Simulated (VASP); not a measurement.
**AlFe3: single point with PBEsol**

The system is AlFe3.

```
Al Fe
1.0
     3.63929    0.00000    0.00000
     0.00000    3.63929    0.00000
     0.00000    0.00000    3.63929
Al Fe
1 3
Cartesian
  0.0000 0.0000 0.0000
  0.0000 1.8196 1.8196
  1.8196 0.0000 1.8196
  1.8196 1.8196 0.0000
```

- Program: VASP 6.6.1
- Task: single point
- Functional: PBEsol
- Potentials or basis: VASP PAW PBE potentials, release 64 (Al, Fe)
- Cutoff: 520 eV
- k mesh: 8 × 8 × 8
- Occupations: fermi-dirac, width 0.1 eV
- Spin: collinear spin, ferromagnetic start
- Starting moments: [0.0, 4.5, 4.5, 4.5] μB

The pressure is -5.8 GPa, the net moment is 6.78 μB per cell and the site moments are Al -0.08; Fe +2.29 μB. The valence electrons inside the program's atomic spheres are Al 0.84; Fe 7.24.

Levels at points of the mesh, in eV from the Fermi level:
Spin up:
```tsv
k point	band 15	band 16	band 17	band 18	band 19	band 20
(0.00, 0.00, 0.00)	-0.07	-0.07	0.69	0.69	0.69	6.61
(0.50, 0.00, 0.00)	-1.49	-1.03	-0.07	5.25	5.25	5.47
(0.50, 0.50, 0.00)	-1.47	-1.12	-0.95	0.82	0.82	7.72
(0.50, 0.50, 0.50)	-1.58	-0.36	-0.36	-0.36	-0.27	3.06
```
Spin down:
```tsv
k point	band 6	band 7	band 8	band 9	band 10	band 11	band 12	band 13	band 14	band 15
(0.00, 0.00, 0.00)	-2.15	-2.15	0.43	0.43	0.43	0.82	0.82	0.82	1.66	1.66
(0.50, 0.00, 0.00)	-1.66	-1.44	-0.73	-0.73	-0.15	-0.11	0.59	0.59	0.72	0.83
(0.50, 0.50, 0.00)	-1.45	-1.15	-1.15	-0.58	-0.58	0.35	0.45	0.59	0.59	0.90
(0.50, 0.50, 0.50)	-2.01	-2.01	-0.50	-0.50	-0.50	0.02	0.62	0.62	0.62	0.87
```

Run time: 47 s on 1 thread of Intel(R) Xeon(R) 6975P-C (Granite Rapids), with other jobs on the host, peak memory 0.2 GiB.

Caveat: the PAW data sets were made with another functional, which shifts forces and pressure a little.
